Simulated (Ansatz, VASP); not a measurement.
**One calculation of Hf, two programs**

```
Hf
1.0
     0.00000    2.22000    2.22000
     2.27550    0.00000    2.22000
     2.27550    2.22000    0.00000
Hf
1
Direct
  0.00000 0.00000 0.00000
```

Change from the starting cell: strain +0.0250 x Voigt [1, 0, 0, 0, 0, 0], atoms carried along.

Alike in both runs: task single point; functional LDA; k mesh 18 × 18 × 18; occupations gaussian, width 0.15 eV; no spin polarisation.

|  | VASP | Ansatz |
| --- | --- | --- |
| version | VASP 6.6.1 | Ansatz 0.2.0 |
| potentials or method | VASP PAW LDA potentials, release 64 (Hf_pv), cutoff 520 eV | scalar-relativistic, plane waves, PAW |
| valence electrons in the cell | 10 | 26 |

|  | VASP | Ansatz | Ansatz less VASP |
| --- | --- | --- | --- |
| gap on the k mesh at the Fermi level (eV) | none | none | - |
| pressure (GPa) | -7.9 | -7.9 | +0.03 |
| traceless stress, the component that is largest in VASP (GPa) | -0.90 | -0.90 | -0.002 |

LDA's correlation is that of Perdew and Zunger in VASP and of Perdew and Wang (1992) in Ansatz. A gap of «none» marks a metal or a gap that the smearing closes. VASP's potentials hold 10 valence electrons a cell and Ansatz's 26, so a difference there can come from the potentials and not from the codes.

Spin-orbit coupling is off throughout.
